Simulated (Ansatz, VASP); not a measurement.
One calculation of C2N3, two programs

INCAR

```
ALGO = Normal
EDIFF = 1E-6
EDIFFG = -0.01
ENCUT = 600
GGA = PE
IBRION = 2
ISIF = 3
ISMEAR = 0
LASPH = T
LCHARG = F
LREAL = F
LWAVE = F
NELM = 80
NSW = 100
PREC = Accurate
SIGMA = 0.02
```

File KPOINTS:

```
k-points
0
Gamma
  6 6 4
```

File POSCAR:

```
C2N3
1.0
    6.0445812897      0.0000000000      0.0000000000
   -3.0222906449      5.2347609522      0.0000000000
    0.0000000000      0.0000000000      7.0334493248
C N
4 6
Direct
    0.3333333333      0.6666666667      0.0975774603
    0.3333333333      0.6666666667      0.9024225397
    0.6666666667      0.3333333333      0.0975774603
    0.6666666667      0.3333333333      0.9024225397
    0.0000000000      0.0000000000      0.5782806125
    0.0000000000      0.0000000000      0.4217193875
    0.3333333333      0.6666666667      0.2634421480
    0.3333333333      0.6666666667      0.7365578520
    0.6666666667      0.3333333333      0.2634421480
    0.6666666667      0.3333333333      0.7365578520
```

Input for Ansatz:

```yaml
crystal:
  lattice:
    - [6.0445812897, 0.0, 0.0]
    - [-3.0222906449, 5.2347609522, 0.0]
    - [0.0, 0.0, 7.0334493248]
  atoms:
    - { symbol: C, position: [0.3333333333, 0.6666666667, 0.0975774603] }
    - { symbol: C, position: [0.3333333333, 0.6666666667, 0.9024225397] }
    - { symbol: C, position: [0.6666666667, 0.3333333333, 0.0975774603] }
    - { symbol: C, position: [0.6666666667, 0.3333333333, 0.9024225397] }
    - { symbol: "N", position: [0.0, 0.0, 0.5782806125] }
    - { symbol: "N", position: [0.0, 0.0, 0.4217193875] }
    - { symbol: "N", position: [0.3333333333, 0.6666666667, 0.263442148] }
    - { symbol: "N", position: [0.3333333333, 0.6666666667, 0.736557852] }
    - { symbol: "N", position: [0.6666666667, 0.3333333333, 0.263442148] }
    - { symbol: "N", position: [0.6666666667, 0.3333333333, 0.736557852] }
basis:
  ecutwfc: 420
kpoints:
  mp_grid: { grid: [6, 6, 4] }
hamiltonian:
  xc: pbe
scf:
  occupations: { method: gaussian, width: 0.02 }
output:
  forces: true
  stress: true
  eigenvalues: true
  write_density: true
  write_potential: true
  elf: true
  volumetric_format: npy
relax:
  adjacent_minimum: "off"
  f_tol: 0.01
  max_steps: 80
  cell: { stress_tol: 0.05 }
```

Alike in both runs: task relaxation of cell and atoms; functional PBE; k mesh 6 × 6 × 4; occupations gaussian, width 0.02 eV; no spin polarisation.

|  | VASP | Ansatz |
| --- | --- | --- |
| version | VASP 6.6.1 | Ansatz 0.2.0 |
| potentials or method | VASP PAW PBE potentials, release 64 (C, N), cutoff 600 eV | scalar-relativistic, plane waves, PAW |
| valence electrons in the cell | 46 | 46 |

|  | VASP | Ansatz | Ansatz less VASP |
| --- | --- | --- | --- |
| gap on the k mesh at the Fermi level, each at its own relaxed structure (eV) | 5.00 | 5.24 | +0.236 |
| relaxed volume (Å³/atom) | 28.65 | 35.19 | +6.546 |
| relaxed length of the cell vector where the two differ most in proportion (Å) | 6.701 | 7.192 | +0.4911 |

One of these differences is far larger than is usual between the two programs; its cause wasn't traced. Ansatz's warnings: xc potential rough in thin density.

Noted on VASP's run: the standard files for N, O and F lose accuracy on very short bonds; the volume moved by over 15 % at a fixed basis, so the end points are rough.
